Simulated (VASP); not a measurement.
# Cr2O (antifluorite type) (Fm-3m) in VASP: a series of runs

Runs on Cr2O (antifluorite type). Level: PBE. Tasks: single point.

All numbers are computed with VASP 6.6.1; they aren't measurements. Logs are shortened: lines on timing, memory, paths and dates and some standing lists are left out, and cuts for length are marked.

### Step 1. The cell of the first run

The structure is cubic, space group Fm-3m (No. 225). Conventional cell: a = 4.956 Å, b = 4.956 Å, c = 4.956 Å, α = 90.00°, β = 90.00°, γ = 90.00°. Within 2.8 Å of Cr (site symmetry -43m) lie 4 O at 2.15 Å and 6 Cr at 2.48 Å. Within 2.8 Å of O (site symmetry m-3m) lie 8 Cr at 2.15 Å.

### Step 2. Single point, PBE

INCAR

```
SYSTEM = Cr2O
ALGO = Normal ; EDIFF = 1E-6
ENCUT = 600 ; GGA = PE
GGA_COMPAT = .False. ; ISIF = 2
ISMEAR = -1 ; LASPH = .True.
LCHARG = .True. ; LELF = .True.
LREAL = .False. ; LVHAR = .True.
LWAVE = .False. ; NBANDS = 22
NELM = 120 ; PREC = Accurate
SIGMA = 0.06122561905347299
```

KPOINTS

```
k-points
0
Gamma
  13 13 13
  0 0 0
```

POSCAR

```
Cr2O
1.0
    0.0000000000      2.4782370334      2.4782370334
    2.4782370334      0.0000000000      2.4782370334
    2.4782370334      2.4782370334      0.0000000000
Cr O
2 1
Direct
    0.2500000000      0.2500000000      0.2500000000
    0.7500000000      0.7500000000      0.7500000000
    0.0000000000      0.0000000000      0.0000000000
```

Potentials or basis: VASP PAW PBE potentials, release 64 (Cr_pv, O).

Launch:

```bash
cat potpaw_PBE.64/Cr_pv/POTCAR potpaw_PBE.64/O/POTCAR > POTCAR
mpirun -np 1 vasp_std > vasp.out
```

OUTCAR:

```text
SYSTEM = Cr2O
   EDIFF = 1E-6
   ENCUT = 600
   GGA = PE
   ISIF = 2
   ISMEAR = -1
   LASPH = .True.
   LREAL = .False.
   NELM = 120
   PREC = Accurate

 ion  position               nearest neighbor table
   1  0.250  0.250  0.250-   3 2.15   3 2.15   3 2.15   3 2.15   2 2.48   2 2.48   2 2.48   2 2.48
                             2 2.48   2 2.48
   2  0.750  0.750  0.750-   3 2.15   3 2.15   3 2.15   3 2.15   1 2.48   1 2.48   1 2.48   1 2.48
                             1 2.48   1 2.48
   3  0.000  0.000  0.000-   2 2.15   2 2.15   2 2.15   1 2.15   2 2.15   1 2.15   1 2.15   1 2.15

  LATTYP: Found a face centered cubic cell.
 ALAT       =     4.9564740668

  Lattice vectors:

 A1 = (   0.0000000000,   2.4782370334,   2.4782370334)
 A2 = (   2.4782370334,   0.0000000000,   2.4782370334)
 A3 = (   2.4782370334,   2.4782370334,   0.0000000000)

Analysis of symmetry for initial positions (statically):
=====================================================================
 Subroutine PRICEL returns:
 Original cell was already a primitive cell.

 Routine SETGRP: Setting up the symmetry group for a
 face centered cubic supercell.

 Subroutine GETGRP returns: Found 48 space group operations
 (whereof 48 operations were pure point group operations)
 out of a pool of 48 trial point group operations.

The static configuration has the point symmetry O_h .

Analysis of symmetry for dynamics (positions and initial velocities):
=====================================================================
 Subroutine PRICEL returns:
 Original cell was already a primitive cell.

 Routine SETGRP: Setting up the symmetry group for a
 face centered cubic supercell.

 Subroutine GETGRP returns: Found 48 space group operations
 (whereof 48 operations were pure point group operations)
 out of a pool of 48 trial point group operations.

The dynamic configuration has the point symmetry O_h .

 Subroutine INISYM returns: Found 48 space group operations
 (whereof 48 operations are pure point group operations),
 and found     1 'primitive' translations

----------------------------------------------------------------------------------------

                                     Primitive cell

  volume of cell :      30.4410

  direct lattice vectors                    reciprocal lattice vectors
     0.000000000  2.478237033  2.478237033    -0.201756326  0.201756326  0.201756326
     2.478237033  0.000000000  2.478237033     0.201756326 -0.201756326  0.201756326
     2.478237033  2.478237033  0.000000000     0.201756326  0.201756326 -0.201756326

  length of vectors
     3.504756423  3.504756423  3.504756423     0.349452208  0.349452208  0.349452208

  position of ions in fractional coordinates (direct lattice)
     0.250000000  0.250000000  0.250000000
     0.750000000  0.750000000  0.750000000
     0.000000000  0.000000000  0.000000000

  ion indices of the primitive-cell ions
   primitive index   ion index
                 1           1
                 2           2
                 3           3

----------------------------------------------------------------------------------------

 KPOINTS: k-points

Automatic generation of k-mesh.
 Grid dimensions read from file:
 generate k-points for:   13   13   13

 Generating k-lattice:

  Cartesian coordinates                     Fractional coordinates (reciprocal lattice)
    -0.015519717  0.015519717  0.015519717     0.076923077  0.000000000  0.000000000
     0.015519717 -0.015519717  0.015519717     0.000000000  0.076923077  0.000000000
     0.015519717  0.015519717 -0.015519717     0.000000000  0.000000000  0.076923077

  Length of vectors
     0.026880939  0.026880939  0.026880939

  Shift w.r.t. Gamma in fractional coordinates (k-lattice)
     0.000000000  0.000000000  0.000000000

 Subroutine IBZKPT returns following result:
 ===========================================

 Found     84 irreducible k-points:

 Following reciprocal coordinates:
            Coordinates               Weight
  0.000000  0.000000  0.000000      1.000000
  0.076923  0.000000  0.000000      8.000000
  0.153846  0.000000  0.000000      8.000000
  0.230769  0.000000  0.000000      8.000000
  0.307692  0.000000  0.000000      8.000000
  0.384615  0.000000  0.000000      8.000000
[... 16 lines left out ...]
  0.384615  0.153846  0.000000     24.000000
  0.461538  0.153846  0.000000     24.000000
 [... further k-points ...]
   k-points           NKPTS =     84   k-points in BZ     NKDIM =     84   number of bands    NBANDS=     22
   number of dos      NEDOS =    301   number of ions     NIONS =      3
   total plane-waves  NPLWV =  21952
   dimension x,y,z NGX =    28 NGY =   28 NGZ =   28
   dimension x,y,z NGXF=    56 NGYF=   56 NGZF=   56
   ions per type =               2   1
   NGX,Y,Z   is equivalent  to a cutoff of  13.28, 13.28, 13.28 a.u.
   NGXF,Y,Z  is equivalent  to a cutoff of  26.56, 26.56, 26.56 a.u.
 SYSTEM =  Cr2O
   PREC   = accura    normal or accurate (medium, high low for compatibility)
   ISTART =      0    job   : 0-new  1-cont  2-samecut
   ICHARG =      2    charge: 1-file 2-atom 10-const
   ISPIN  =      1    spin polarized calculation?
   LNONCOLLINEAR =      F non collinear calculations
   LSORBIT =      F    spin-orbit coupling
   LASPH  =      T    aspherical Exc in radial PAW
   ENCUT  =  600.0 eV  44.10 Ry    6.64 a.u.   7.00  7.00  7.00*2*pi/ulx,y,z
   NELM   =    120;   NELMIN=  2; NELMDL= -5     # of ELM steps
   EDIFF  = 0.1E-05   stopping-criterion for ELM
   LREAL  =      F    real-space projection
   EDIFFG = 0.1E-04   stopping-criterion for IOM
   NSW    =      0    number of steps for IOM
   IBRION =     -1    ionic relax: 0-MD 1-quasi-New 2-CG
   NFREE  =      0    steps in history (QN), initial steepest desc. (CG)
   ISIF   =      2    stress and relaxation
   ISYM   =      2    0-nonsym 1-usesym 2-fastsym
   POTIM  = 0.5000    time-step for ionic-motion
   TEBEG  =    0.0;   TEEND  =   0.0 temperature during run
   PSTRESS=    0.0 pullay stress
   NELECT =      30.0000    total number of electrons
   NUPDOWN=      -1.0000    fix difference up-down
   EMIN   =  10.00;   EMAX   =-10.00  energy-range for DOS
   EFERMI =   0.00;   METHOD = LEGACY
   ISMEAR =    -1;   SIGMA  =   0.06  broadening in eV -4-tet -1-fermi 0-gaus
   EFERMI_NEDOS =   21; number of points for ismear=-14 and -15
   IALGO  =     38    algorithm
   IMIX   =      4    mixing-type and parameters
     AMIX     =   0.40;   BMIX     =  1.00
     AMIX_MAG =   1.60;   BMIX_MAG =  1.00
  volume/ion in A,a.u.               =      10.15        68.48
  Fermi-wavevector in a.u.,A,eV,Ry     =   1.629155  3.078657 36.111849  2.654146
  Thomas-Fermi vector in A             =   2.721668
   LORBIT       =      0    0 simple, 1 ext, 2 COOP (PROOUT), +10 PAW based schemes
   GGA     = PE    functional components
   LHFCALC =     F    Hartree Fock is set to
   AEXX    =    0.0000 exact exchange contribution
   IVDW    =     0    specifies the selected vdW correction
   LEPSILON=     F    determine dielectric tensor
   LRPA    =     F    only Hartree local field effects (RPA)
 non-spin polarized calculation
  energy-cutoff  :      600.00
  volume of cell :       30.44
 maximum number of plane-waves:      1028
   NGX = 13   NGY = 13   NGZ = 13

 number of electron      29.9999992 magnetization

 Free energy of the ion-electron system (eV)
  ---------------------------------------------------
  ext. energy  EPLUGINS =         0.00000000
  ---------------------------------------------------
  free energy    TOTEN  =       -23.10709893 eV

  energy without entropy =      -23.04921561  energy(sigma->0) =      -23.07815727

 E-fermi :  10.7170     XC(G=0): -13.1942

 val. band max:       10.7088173192   @ k =  -0.3846   0.3846   0.0769
 cond. band min:      10.7269032984   @ k =   0.3077   0.2308   0.0769
 fundamental gap:      0.0180859792
 Fermi energy:        10.7169753716

 k-point     1 :       0.0000    0.0000    0.0000
  band No.  band energies     occupation
      1     -32.8228      2.00000
      2     -32.8228      2.00000
      3     -32.8228      2.00000
      4     -32.3525      2.00000
      5     -32.3525      2.00000
      6     -32.3525      2.00000
[... 14 lines left out ...]
     21      13.3269      0.00000
     22      18.1595      0.00000

 k-point     2 :       0.0769    0.0000    0.0000
  band No.  band energies     occupation
      1     -32.8183      2.00000
      2     -32.8166      2.00000
      3     -32.8166      2.00000
      4     -32.3626      2.00000
      5     -32.3600      2.00000
      6     -32.3600      2.00000
[... 14 lines left out ...]
     21      13.1687      0.00000
     22      18.1597      0.00000

 k-point     3 :       0.1538    0.0000    0.0000
  band No.  band energies     occupation
      1     -32.8049      2.00000
      2     -32.7982      2.00000
      3     -32.7982      2.00000
      4     -32.3915      2.00000
      5     -32.3818      2.00000
      6     -32.3818      2.00000
[... 14 lines left out ...]
     21      12.7524      0.00000
     22      18.1569      0.00000

 k-point     4 :       0.2308    0.0000    0.0000
  band No.  band energies     occupation
      1     -32.7826      2.00000
      2     -32.7685      2.00000
      3     -32.7685      2.00000
      4     -32.4357      2.00000
      5     -32.4164      2.00000
      6     -32.4164      2.00000
[... 14 lines left out ...]
     21      12.4254      0.00000
     22      17.8234      0.00000

 k-point     5 :       0.3077    0.0000    0.0000
  band No.  band energies     occupation
      1     -32.7513      2.00000
      2     -32.7286      2.00000
      3     -32.7286      2.00000
      4     -32.4898      2.00000
      5     -32.4615      2.00000
      6     -32.4615      2.00000
[... 417 lines left out ...]
 k-point    22 :       0.3077    0.1538    0.0000
  band No.  band energies     occupation
      1     -32.8381      2.00000
      2     -32.8327      2.00000
      3     -32.6449      2.00000
      4     -32.5775      2.00000
      5     -32.3632      2.00000
      6     -32.3578      2.00000
[... 14 lines left out ...]
     21      12.9125      0.00000
     22      18.1073      0.00000

 k-point    23 :       0.3846    0.1538    0.0000
  band No.  band energies     occupation
      1     -32.8185      2.00000
      2     -32.8066      2.00000
      3     -32.7130      2.00000
      4     -32.5162      2.00000
      5     -32.3987      2.00000
      6     -32.3883      2.00000
[... 14 lines left out ...]
     21      12.7305      0.00000
     22      17.1011      0.00000

 k-point    24 :       0.4615    0.1538    0.0000
  band No.  band energies     occupation
      1     -32.7912      2.00000
      2     -32.7683      2.00000
      3     -32.7678      2.00000
      4     -32.4592      2.00000
      5     -32.4449      2.00000
      6     -32.4303      2.00000
[... 14 lines left out ...]
     21      13.1177      0.00000
     22      16.1455      0.00000

 [... further k-points ...]

------------------------ aborting loop because EDIFF is reached ----------------------------------------

  FORCE on cell =-STRESS in cart. coord.  units (eV):
  Direction    XX          YY          ZZ          XY          YZ          ZX
  --------------------------------------------------------------------------------------
  -------------------------------------------------------------------------------------
  Total        0.0140114      0.0140114      0.0140114      0.0000000      0.0000000      0.0000000
  in kB        0.7374535      0.7374535      0.7374535      0.0000000      0.0000000      0.0000000
  external PRESSURE =       0.7374535 kB  Pullay stress =       0.0000000 kB

 VOLUME and BASIS-vectors are now :
 -----------------------------------------------------------------------------
  energy-cutoff  :      600.00
  volume of cell :       30.44
      direct lattice vectors                 reciprocal lattice vectors
     0.000000000  2.478237033  2.478237033    -0.201756326  0.201756326  0.201756326
     2.478237033  0.000000000  2.478237033     0.201756326 -0.201756326  0.201756326
     2.478237033  2.478237033  0.000000000     0.201756326  0.201756326 -0.201756326

 POSITION                                       TOTAL-FORCE (eV/Angst)
 -----------------------------------------------------------------------------------
      1.23912      1.23912      1.23912        -0.000000     -0.000000     -0.000000
      3.71736      3.71736      3.71736         0.000000      0.000000      0.000000
      0.00000      0.00000      0.00000         0.000000      0.000000      0.000000
 -----------------------------------------------------------------------------------
    total drift:                                0.000000      0.000000      0.000000

  FREE ENERGIE OF THE ION-ELECTRON SYSTEM (eV)
  ---------------------------------------------------
  free  energy   TOTEN  =       -23.1070989330 eV

  energy  without entropy=      -23.0492156102  energy(sigma->0) =      -23.07815727
```

Wall time 43 s (1 thread of AMD EPYC 9R45 (Zen 5), shared host); peak memory 0.17 GiB.

What came out:

- Free energy: -23.1071 eV
- Pressure: 0.1 GPa
- Band gap on the k mesh: zero (bands 15 and 16 overlap by 1.03 eV)

Levels at points of the mesh, in eV from the Fermi level:
```
           k point  band 13  band 14  band 15  band 16  band 17  band 18
(0.00, 0.00, 0.00)    -3.33     0.71     0.71     0.71     1.39     1.39
```

Caveat: the run has no spin polarisation, though such a crystal can be magnetic. Spin polarisation is off, so any magnetic state and its effect on volume and gap are missing.

### Step 3. Single point, PBE

This run uses another cell than the first one, of 10.35 Å³/atom.

INCAR

```
ALGO = Normal
EDIFF = 1E-6
ENCUT = 600
GGA = PE
GGA_COMPAT = F
ISIF = 2
ISMEAR = -1
LASPH = T
LCHARG = F
LREAL = F
LWAVE = F
NBANDS = 22
NELM = 120
PREC = Accurate
SIGMA = 0.06122561905347299
```

KPOINTS

```
k-points
0
Gamma
  13 13 13
```

POSCAR

```
Cr2O
1.0
    0.0000000000      2.4946496774      2.4946496774
    2.4946496774      0.0000000000      2.4946496774
    2.4946496774      2.4946496774      0.0000000000
Cr O
2 1
Direct
    0.2500000000      0.2500000000      0.2500000000
    0.7500000000      0.7500000000      0.7500000000
    0.0000000000      0.0000000000      0.0000000000
```

Potentials or basis: VASP PAW PBE potentials, release 64 (Cr_pv, O).

Launch:

```bash
cat potpaw_PBE.64/Cr_pv/POTCAR potpaw_PBE.64/O/POTCAR > POTCAR
mpirun -np 1 vasp_std > vasp.out
```

It took 42 s on 1 thread of AMD EPYC 9R45 (Zen 5), shared host; peak memory 0.17 GiB.

The run converged. Its results:

```yaml
Free_energy: -23.1011 eV
Pressure: -3.9 GPa
Band_gap_on_the_k_mesh: zero (bands 15 and 16 overlap by 0.99 eV)
```

Levels at points of the mesh, in eV from the Fermi level:
| k point | band 13 | band 14 | band 15 | band 16 | band 17 | band 18 |
| --- | --- | --- | --- | --- | --- | --- |
| (0.00, 0.00, 0.00) | -3.30 | 0.69 | 0.69 | 0.69 | 1.35 | 1.35 |

Caveat: the cell stands under tension; the run has no spin polarisation, though such a crystal can be magnetic. Spin polarisation is off, so any magnetic state and its effect on volume and gap are missing.
